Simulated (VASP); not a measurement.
The system is LaScF.

```
La Sc F
1.0
     4.07577    0.00000    0.00000
    -2.03788    3.52972    0.00000
     0.00000    0.00000    4.40862
La Sc F
1 1 1
Direct
  0.00000 0.00000 0.00000
  0.33333 0.66667 0.50000
  0.66667 0.33333 0.50000
```

The cell was generated, and may not be a known phase.

```yaml
Program: VASP 6.6.1
Task: relaxation of cell and atoms
Functional: PBE
Potentials_or_basis: VASP PAW PBE potentials, release 64 (La, Sc_sv, F)
Cutoff: 600 eV
k_mesh: 6 × 6 × 4
Occupations: gaussian, width 0.1 eV
Spin: no spin polarisation
```

At the start: pressure 5.0 GPa; volume 21.14 Å³/atom.

Problem. How do energy, volume and symmetry change on relaxing?

Solution. Over 12 steps the energy falls by 387.9 meV/atom and the volume is 23.72 Å³/atom (+12.2 %); space group P-6m2 (No. 187, to 0.1 Å) before and after.

The path:
```tsv
step	energy change (eV)	largest force (eV/Å)	pressure (GPa)	volume (Å³)
1	0.0000	0.0000	5.05	63.42
2	-0.3094	0.0000	0.53	69.64
3	-0.4634	0.0000	-5.43	81.88
4	-0.6295	0.0000	-6.04	82.64
5	-0.8264	0.0000	-7.74	83.62
6	-0.8231	0.0000	-7.06	83.47
7	-1.0782	0.0000	-4.05	76.86
8	-1.1609	0.0000	-0.84	72.05
9	-1.1633	0.0000	-0.01	71.02
10	-1.1633	0.0000	-0.21	71.26
11	-1.1636	0.0000	-0.21	71.21
12	-1.1637	0.0000	-0.19	71.17
```

Final structure:
```xyz
3
Lattice="3.6987 0.0000 0.0000 -1.8494 3.2032 0.0000 0.0000 0.0000 6.0071" Properties=species:S:1:pos:R:3 pbc="T T T"
La    0.0000    0.0000    0.0000
Sc    0.0000    2.1355    3.0036
F     1.8494    1.0677    3.0036
```

Caveat: a cell axis changed by over 15 % at a fixed basis, so the end point is rough; an odd number of electrons without spin polarisation forces a metal; a magnetic or distorted state may lie lower.
